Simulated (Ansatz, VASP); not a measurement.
# Mg3SeS2 in VASP and in Ansatz

```
CELL_PARAMETERS angstrom
5.54807 0.00000 0.00000
-2.77404 4.80477 0.00000
0.00000 0.00000 4.99607
ATOMIC_POSITIONS crystal
Mg 0.50000 0.00000 0.50000
Mg 0.00000 0.50000 0.50000
Mg 0.50000 0.50000 0.50000
Se 0.00000 0.00000 0.50000
S 0.33333 0.66667 0.00000
S 0.66667 0.33333 0.00000
```

Alike in both runs: task relaxation of cell and atoms; functional PBE; k mesh 6 × 6 × 4; occupations gaussian, width 0.1 eV; no spin polarisation.

|  | VASP | Ansatz |
| --- | --- | --- |
| version | VASP 6.6.1 | Ansatz 0.2.0 |
| potentials or method | VASP PAW PBE potentials, release 64 (Mg, Se, S), cutoff 600 eV | scalar-relativistic, plane waves, PAW |
| valence electrons in the cell | 24 | 58 |

VASP gave:

| Item | Value |
| --- | --- |
| gap on the k mesh at the Fermi level, each at its own relaxed structure (eV) | none |
| relaxed volume (Å³/atom) | 20.25 |
| relaxed cell length with the largest relative difference (Å) | 6.274 |

**Question.** Which values does Ansatz return?

**Answer.** gap on the k mesh at the Fermi level, each at its own relaxed structure (eV): none; relaxed volume (Å³/atom): 20.31; relaxed cell length with the largest relative difference (Å): 6.281.

A gap of «none» marks a metal or a gap that the smearing closes. VASP's potentials hold 24 valence electrons a cell and Ansatz's 58, so a difference there can come from the potentials and not from the codes.
